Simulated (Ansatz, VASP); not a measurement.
**One calculation of PbF2, two programs**

File POSCAR:

```
PbF2
1.0
    0.0000000000      2.9458082836      2.9458082836
    2.9458082836      0.0000000000      2.9458082836
    2.9458082836      2.9458082836      0.0000000000
Pb F
1 2
Direct
    0.0000000000      0.0000000000      0.0000000000
    0.2500000000      0.2500000000      0.2500000000
    0.7500000000      0.7500000000      0.7500000000
```

INCAR.step1

```
  PREC = Accurate
  ENCUT = 520
  EDIFF = 1E-5
  ISMEAR = 0
  SIGMA = 0.01
  LREAL = F
  LASPH = T
  NELM = 80
  ALGO = Normal
  ISIF = 2
  LWAVE = T
  LCHARG = F
  GGA = PE
  NBANDS = 21
```

Contents of INCAR.step2:

```
  PREC = Accurate
  ENCUT = 520
  EDIFF = 1E-6
  ISMEAR = 0
  SIGMA = 0.01
  LREAL = F
  LASPH = T
  NELM = 80
  ALGO = Normal
  ISIF = 2
  LWAVE = F
  LCHARG = F
  GGA = PE
  LHFCALC = T
  AEXX = 1.0
  ALDAC = 0.0
  AGGAC = 0.0
  PRECFOCK = Normal
  ISTART = 1
  NBANDS = 21
```

File KPOINTS:

```
regular mesh
0
Gamma
  4 4 4
```

Input for Ansatz:

```yaml
crystal:
  lattice:
    - [0.0, 2.9458082836, 2.9458082836]
    - [2.9458082836, 0.0, 2.9458082836]
    - [2.9458082836, 2.9458082836, 0.0]
  atoms:
    - { symbol: Pb, position: [0.0, 0.0, 0.0] }
    - { symbol: F, position: [0.25, 0.25, 0.25] }
    - { symbol: F, position: [0.75, 0.75, 0.75] }
kpoints:
  mp_grid: { grid: [4, 4, 4] }
hamiltonian:
  xc: hf
scf:
  occupations: { method: fixed }
  n_extra_bands: 4
output:
  forces: true
  stress: true
  eigenvalues: true
```

Alike in both runs: task single point; functional HF; k mesh 4 × 4 × 4; no spin polarisation.

|  | VASP | Ansatz |
| --- | --- | --- |
| version | VASP 6.6.1 | Ansatz 0.2.0 |
| potentials or method | VASP PAW PBE potentials, release 64 (Pb_d, F) | plane waves |
| plane-wave cutoff (eV) | 520 | 420 |
| occupations | gaussian, width 0.01 eV | fixed |
| valence electrons in the cell | 28 | 28 |

VASP gave:

| Quantity | Value |
| --- | --- |
| gap on the k mesh at the Fermi level (eV) | 12.66 |
| pressure (GPa) | 6.1 |

Problem. Which values does Ansatz return?

Solution. gap on the k mesh at the Fermi level (eV): 12.59; pressure (GPa): 6.3.

VASP's potentials were made for PBE, not for HF. Ansatz's warnings: stress exchange threshold loose, stress scf threshold loose.

The k mesh is coarse, so the values compare programs but aren't converged. Spin-orbit coupling is off throughout.
